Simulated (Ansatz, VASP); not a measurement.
**Ir in VASP and in Ansatz**

Contents of INCAR:

```
PREC     = Accurate       # precision mode
ENCUT    = 500            # plane-wave cutoff, eV
EDIFF    = 1E-6           # SCF threshold, eV
ISMEAR   = 0              # smearing method
SIGMA    = 0.1            # smearing width, eV
LREAL    = F              # projectors in reciprocal space
LASPH    = T              # aspherical terms in the spheres
NELM     = 120            # most SCF steps
ALGO     = Normal         # electronic algorithm
ISIF     = 2              # what is computed and relaxed
LWAVE    = F              # write WAVECAR
LCHARG   = T              # write CHGCAR
GGA      = PS             # functional
LELF     = T              # ELF
LVHAR    = T            
NBANDS   = 10             # bands
GGA_COMPAT= F
```

Contents of KPOINTS:

```
regular mesh
0
Gamma
  12 12 12
```

The input POSCAR:

```
Ir
1.0
    0.0000000000      1.9156000000      1.9156000000
    1.9156000000      0.0000000000      1.9156000000
    1.9156000000      1.9156000000      0.0000000000
Ir
1
Direct
    0.0000000000      0.0000000000      0.0000000000
```

Input for Ansatz:

```yaml
crystal:
  lattice:
    - [0.0, 1.9156, 1.9156]
    - [1.9156, 0.0, 1.9156]
    - [1.9156, 1.9156, 0.0]
  atoms:
    - { symbol: Ir, position: [0.0, 0.0, 0.0] }
kpoints:
  mp_grid:
    grid: [12, 12, 12]
hamiltonian:
  xc: pbesol
  pseudopotentials:
    kind: all_electron
    lapw: {}
scf:
  occupations:
    method: gaussian
output:
  forces: true
  stress: true
  eigenvalues: true
```

Alike in both runs: task single point; functional PBEsol; k mesh 12 × 12 × 12; no spin polarisation.

|  | VASP | Ansatz |
| --- | --- | --- |
| version | VASP 6.6.1 | Ansatz 0.2.0 |
| potentials or method | VASP PAW PBE potentials, release 64 (Ir), cutoff 500 eV | all-electron (LAPW or listed datasets) |
| occupations | gaussian, width 0.1 eV | gaussian |

```tsv
	VASP	Ansatz	Ansatz less VASP
gap on the k mesh at the Fermi level (eV)	none	none	-
pressure (GPa)	0.3	-0.7	-1.00
```

VASP's potentials were made for PBE, not for PBEsol. A gap of «none» marks a metal or a gap that the smearing closes. Ansatz ran all-electron here, and VASP with PAW potentials.

Spin-orbit coupling is off throughout.
